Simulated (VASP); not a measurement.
Here is a VASP 6.6.1 calculation.

The input INCAR:

```
ALGO = Normal
EDIFF = 1E-6
EDIFFG = -0.01
ENCUT = 600
GGA = PE
IBRION = 2
ISIF = 3
ISMEAR = 0
LASPH = True
LCHARG = False
LREAL = False
LWAVE = False
NELM = 100
NSW = 100
PREC = Accurate
SIGMA = 0.02
```

Contents of KPOINTS:

```
k-points
0
Gamma
  8 8 8
```

File POSCAR:

```
AlB3P4
1.0
   -2.4050635034      2.4050635034      4.7807233450
    2.4050635034     -2.4050635034      4.7807233450
    2.4050635034      2.4050635034     -4.7807233450
Al B P
1 3 4
Direct
    0.5000000000      0.5000000000      0.0000000000
    0.0000000000      0.0000000000      0.0000000000
    0.7500000000      0.2500000000      0.5000000000
    0.2500000000      0.7500000000      0.5000000000
    0.3573149807      0.3573149807      0.4455054595
    0.0881904788      0.6426850193      0.0000000000
    0.9118095212      0.9118095212      0.5544945405
    0.6426850193      0.0881904788      0.0000000000
```

Potentials or basis: VASP PAW PBE potentials, release 64 (Al, B, P).

Command:

```bash
$ cat potpaw_PBE.64/Al/POTCAR potpaw_PBE.64/B/POTCAR potpaw_PBE.64/P/POTCAR > POTCAR
$ mpirun -np 1 vasp_std > vasp.out
```

Problem. Estimate the space group after relaxing (to 0.1 Å).

Solution. I-42m (No. 121).

Problem. Predict the relaxed cell.

Solution. a = 5.864 Å, b = 5.864 Å, c = 5.864 Å, α = 131.60°, β = 131.60°, γ = 70.86°.

Problem. Estimate the band gap on the k mesh.

Solution. 0.92 eV (least direct gap 0.94 eV).

Problem. Predict the relaxed volume.

Solution. 13.80 Å³/atom.

Step by step:
```tsv
step	energy change (eV)	largest force (eV/Å)	pressure (GPa)	volume (Å³)
1	0.0000	0.0053	-0.21	110.61
2	-0.0001	0.0070	0.13	110.32
3	-0.0001	0.0023	0.01	110.43
```

A k mesh can miss the band edges.
